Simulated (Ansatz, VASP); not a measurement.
**Two plane-wave programs on C17O**

```
C O
1.0
     4.92989    0.00000    0.00000
    -0.00815    4.41330    0.00000
     0.00000    0.00000   23.66503
C O
17 1
Direct
  0.37457 0.74054 0.16903
  0.87457 0.74054 0.16903
  0.12440 0.63660 0.19201
  0.62440 0.63660 0.19201
  0.12405 0.42910 0.23805
  0.62405 0.42910 0.23805
  0.37388 0.32516 0.26103
  0.87388 0.32516 0.26103
  0.37353 0.11265 0.30707
  0.87353 0.11265 0.30707
  0.12336 0.00729 0.32900
  0.62336 0.00729 0.32900
  0.12299 0.78105 0.37481
  0.62299 0.78105 0.37481
  0.37283 0.68268 0.39362
  0.87283 0.68268 0.39362
  0.37283 0.18268 0.57744
  0.37283 0.18268 0.52884
```

Alike in both runs: task single point; functional PBE; dispersion D3(BJ); k mesh 6 × 6 × 1; occupations gaussian, width 0.05 eV; no spin polarisation.

```csv
,VASP,Ansatz
version,VASP 6.6.1,Ansatz 0.2.0
potentials or method,"VASP PAW PBE potentials, release 64 (C, O), cutoff 520 eV","scalar-relativistic, plane waves, PAW"
valence electrons in the cell,74,74
```

```tsv
	VASP	Ansatz	Ansatz less VASP
gap on the k mesh at the Fermi level (eV)	none	none	-
rms of the force components (eV/Å)	0.738	0.789	+0.0512
```

A gap of «none» marks a metal or a gap that the smearing closes.

Noted on VASP's run: the standard files for N, O and F lose accuracy on very short bonds.
